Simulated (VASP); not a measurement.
A run of VASP 6.6.1 is set up as follows.

Contents of INCAR:

```
SYSTEM = GaN
PREC     = Accurate       ! precision mode
ENCUT    = 520            ! plane-wave cutoff, eV
EDIFF    = 1E-7           ! SCF threshold, eV
ISMEAR   = 0              ! smearing method
SIGMA    = 0.02           ! smearing width, eV
LREAL    = .FALSE.        ! projectors in reciprocal space
LASPH    = .TRUE.         ! aspherical terms in the spheres
NELM     = 60             ! most SCF steps
ALGO     = Normal         ! electronic algorithm
ISIF     = 2              ! what is computed and relaxed
LWAVE    = .FALSE.        ! write WAVECAR
LCHARG   = .FALSE.        ! write CHGCAR
GGA      = PE             ! functional
NBANDS   = 26             ! bands
```

The input KPOINTS:

```
regular mesh
0
G
  12 12 6
  0 0 0
```

The input POSCAR:

```
GaN
1.0
    3.2183708182      0.0000000000      0.0000000000
   -1.6091854091      2.7871908873      0.0000000000
    0.0000000000      0.0000000000      5.2431684352
Ga N
2 2
Direct
    0.6666666667      0.3333333333      0.4991348654
    0.3333333333      0.6666666667      0.9991348654
    0.6666666667      0.3333333333      0.8758651346
    0.3333333333      0.6666666667      0.3758651346
```

Potentials or basis: VASP PAW PBE potentials, release 64 (Ga_d, N).

Command:

```sh
$ cat potpaw_PBE.64/Ga_d/POTCAR potpaw_PBE.64/N/POTCAR > POTCAR
$ mpirun -np 1 vasp_std > vasp.out
```

Question: What does it give for the band gap on the k mesh?

Answer: 1.72 eV, direct.

Question: What does it give for the pressure?

Answer: 0.1 GPa.
